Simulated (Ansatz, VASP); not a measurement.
# Two plane-wave programs on Sn3Se

```
Sn Se
1.0
     0.00000    3.73314    3.73314
     3.73314    0.00000    3.73314
     3.73314    3.73314    0.00000
Sn Se
3 1
Direct
  0.25000 0.25000 0.25000
  0.75000 0.75000 0.75000
  0.50000 0.50000 0.50000
  0.00000 0.00000 0.00000
```

Alike in both runs: task relaxation of cell and atoms; functional PBE; dispersion D3(BJ); k mesh 10 × 10 × 10; occupations gaussian, width 0.1 eV; no spin polarisation.

|  | VASP | Ansatz |
| --- | --- | --- |
| version | VASP 6.6.1 | Ansatz 0.2.0 |
| potentials or method | VASP PAW PBE potentials, release 64 (Sn_d, Se), cutoff 600 eV | scalar-relativistic, plane waves, PAW |
| valence electrons in the cell | 48 | 58 |

```csv
,VASP,Ansatz,Ansatz less VASP
"gap on the k mesh at the Fermi level, each at its own relaxed structure (eV)",none,none,-
relaxed volume (Å³/atom),24.76,24.76,+0.001
relaxed length of the cell vector where the two differ most in proportion (Å),5.193,5.193,+0.0001
```

A gap of «none» marks a metal or a gap that the smearing closes. VASP's potentials hold 48 valence electrons a cell and Ansatz's 58, so a difference there can come from the potentials and not from the codes.

Noted on VASP's run: too few bands were computed for a metal, which touches its energy and stress.
